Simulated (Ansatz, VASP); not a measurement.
**MgGeSb2: VASP beside Ansatz**

INCAR

```
PREC = Accurate
ENCUT = 520
EDIFF = 1E-7
ISMEAR = -1
SIGMA = 0.02
LREAL = False
LASPH = True
NELM = 80
ALGO = Normal
ISIF = 2
LWAVE = False
LCHARG = False
GGA = PE
NBANDS = 21
```

Contents of KPOINTS:

```
Automatic mesh
0
Gamma
  6 6 4
```

Contents of POSCAR:

```
MgGeSb2
1.0
    4.4209054471      0.0000000000      0.0000000000
    0.0000000000      4.4209054471      0.0000000000
    0.0000000000      0.0000000000      6.4452405137
Mg Sb Ge
1 2 1
Direct
    0.0000000000      0.0000000000      0.0000000000
    0.0000000000      0.5000000000      0.2589925260
    0.5000000000      0.0000000000      0.7410074740
    0.5000000000      0.5000000000      0.5000000000
```

Input for Ansatz:

```yaml
crystal:
  lattice:
    - [4.4209054471, 0.0, 0.0]
    - [0.0, 4.4209054471, 0.0]
    - [0.0, 0.0, 6.4452405137]
  atoms:
    - { symbol: Mg, position: [0.0, 0.0, 0.0] }
    - { symbol: Sb, position: [0.0, 0.5, 0.258992526] }
    - { symbol: Ge, position: [0.5, 0.5, 0.5] }
    - { symbol: Sb, position: [0.5, 0.0, 0.741007474] }
kpoints:
  mp_grid: { grid: [6, 6, 4] }
hamiltonian:
  xc: pbe
scf:
  occupations: { method: fermi_dirac, width: 0.02 }
  n_extra_bands: 5
output:
  forces: true
  stress: true
  eigenvalues: true
```

Alike in both runs: task single point; functional PBE; k mesh 6 × 6 × 4; occupations fermi-dirac, width 0.02 eV; no spin polarisation.

|  | VASP | Ansatz |
| --- | --- | --- |
| version | VASP 6.6.1 | Ansatz 0.2.0 |
| potentials or method | VASP PAW PBE potentials, release 64 (Mg, Sb, Ge_d) | plane waves, PAW |
| plane-wave cutoff (eV) | 520 | 420 |
| valence electrons in the cell | 26 | 54 |

|  | VASP | Ansatz | Ansatz less VASP |
| --- | --- | --- | --- |
| pressure (GPa) | 1.3 | 1.3 | -0.06 |
| rms of the force components (eV/Å) | 0.018 | 0.013 | -0.0052 |

With one functional, cell and mesh, what is left measures potentials, basis and numerics. VASP's potentials hold 26 valence electrons a cell and Ansatz's 54, so a difference there can come from the potentials and not from the codes.

Neither program's run includes spin-orbit coupling.
